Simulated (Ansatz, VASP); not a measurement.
One calculation of CdSe, two programs

Contents of INCAR:

```
ALGO = Normal ; EDIFF = 1E-6
ENCUT = 520 ; GGA = PE
ISIF = 2 ; ISMEAR = -1
LASPH = T ; LCHARG = F
LREAL = F ; LWAVE = F
NBANDS = 26 ; NELM = 60
PREC = Accurate ; SIGMA = 0.05
```

File KPOINTS:

```
k-points
0
Gamma
  7 7 4
```

File POSCAR:

```
CdSe
1.0
    4.1280000000      0.0000000000      0.0000000000
   -2.0640000000      3.5749528668      0.0000000000
    0.0000000000      0.0000000000      7.0200000000
Cd Se
2 2
Direct
    0.6666666667      0.3333333333      0.5000000000
    0.3333333333      0.6666666667      0.0000000000
    0.6666666667      0.3333333333      0.8850000000
    0.3333333333      0.6666666667      0.3850000000
```

The input input.yaml:

```yaml
crystal:
  lattice:
    - [4.128, 0.0, 0.0]
    - [-2.064, 3.5749528668, 0.0]
    - [0.0, 0.0, 7.02]
  atoms:
    - { symbol: Cd, position: [0.6666666667, 0.3333333333, 0.5] }
    - { symbol: Cd, position: [0.3333333333, 0.6666666667, 0.0] }
    - { symbol: Se, position: [0.6666666667, 0.3333333333, 0.885] }
    - { symbol: Se, position: [0.3333333333, 0.6666666667, 0.385] }
kpoints:
  mp_grid: { grid: [7, 7, 4] }
scf:
  occupations: { method: fermi_dirac, width: 0.05 }
hamiltonian:
  xc: pbe
  pseudopotentials: { kind: all_electron, lapw: { basis_error: 0.002 } }
output:
  forces: true
  stress: true
  eigenvalues: true
```

Change from the starting cell: strain_xy = -0.04.

Alike in both runs: task single point; functional PBE; k mesh 7 × 7 × 4; occupations fermi-dirac, width 0.05 eV; no spin polarisation.

```csv
,VASP,Ansatz
version,VASP 6.6.1,Ansatz 0.2.0
potentials or method,"VASP PAW PBE potentials, release 64 (Cd, Se), cutoff 520 eV","all-electron LAPW, scalar-relativistic"
```

|  | VASP | Ansatz | Ansatz less VASP |
| --- | --- | --- | --- |
| gap on the k mesh at the Fermi level (eV) | 0.83 | 0.83 | -0.003 |
| least direct gap on the mesh (eV) | 0.83 | 0.83 | -0.003 |
| pressure (GPa) | 9.7 | 9.3 | -0.43 |
| traceless stress, the component that is largest in VASP (GPa) | -5.32 | -5.19 | +0.134 |
| rms of the force components (eV/Å) | 0.440 | 0.426 | -0.0137 |

Atom by atom the forces differ by 0.014 eV/Å (rms over components). Ansatz ran all-electron here, and VASP with PAW potentials.
